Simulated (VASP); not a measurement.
Set up this calculation in VASP 6.6.1, as the native input.

- Task: single point
- Functional: PBE
- Dispersion: D3(BJ)
- Potentials or basis: VASP PAW PBE potentials, release 64 (Al, H)
- Cutoff: 520 eV
- k mesh: 6 × 6 × 1
- Occupations: gaussian, width 0.1 eV
- Spin: no spin polarisation
- Dipole correction: yes
- Further INCAR settings: ALGO = Normal; EDIFF = 1e-07; NBANDS = 30

The structure of Al12H lies in POSCAR:

```
Al12H
1.0
    5.6314608543      0.0000000000      0.0000000000
   -2.8157304272      4.8769881603      0.0000000000
    0.0000000000      0.0000000000     21.6684292099
Al H
12 1
Direct
    0.3333333333      0.1666666667      0.1846003677
    0.3333333333      0.6666666667      0.1846003677
    0.8333333333      0.1666666667      0.1846003677
    0.8333333333      0.6666666667      0.1846003677
    0.1666666667      0.3333333333      0.2900502825
    0.1666666667      0.8333333333      0.2900502825
    0.6666666667      0.3333333333      0.2900502825
    0.6666666667      0.8333333333      0.2900502825
    0.0000000000      0.0000000000      0.3954337957
    0.0000000000      0.5000000000      0.3954337957
    0.5000000000      0.0000000000      0.3954337957
    0.5000000000      0.5000000000      0.3954337957
    0.0000000000      0.0833333333      0.5108090255
```

One way to write it, as run:

INCAR

```
SYSTEM = Al12H
PREC = Accurate
ENCUT = 520
EDIFF = 1E-7
ISMEAR = 0
SIGMA = 0.1
LREAL = .False.
LASPH = .True.
NELM = 100
ALGO = Normal
ISIF = 2
LWAVE = .False.
LCHARG = .False.
LDIPOL = .True.
IDIPOL = 3
DIPOL = 0.5 0.5 0.307
GGA = PE
IVDW = 12
NBANDS = 30
```

KPOINTS

```
regular mesh
0
Gamma
  6 6 1
  0 0 0
```

Potentials or basis: VASP PAW PBE potentials, release 64 (Al, H).

Command:

```bash
$ cat potpaw_PBE.64/Al/POTCAR potpaw_PBE.64/H/POTCAR > POTCAR
$ mpirun -np 1 vasp_std > vasp.out
```

Results of the run:

```
Largest force              : 1.740 eV/Å
Band gap on the k mesh     : zero (an odd number of electrons rules out a gap without spin polarisation)
Dispersion energy per atom : -0.225 eV
```

Wall time 6.8 min on 1 thread of Intel(R) Xeon(R) 6975P-C (Granite Rapids), on a shared host, peak memory 0.72 GiB.
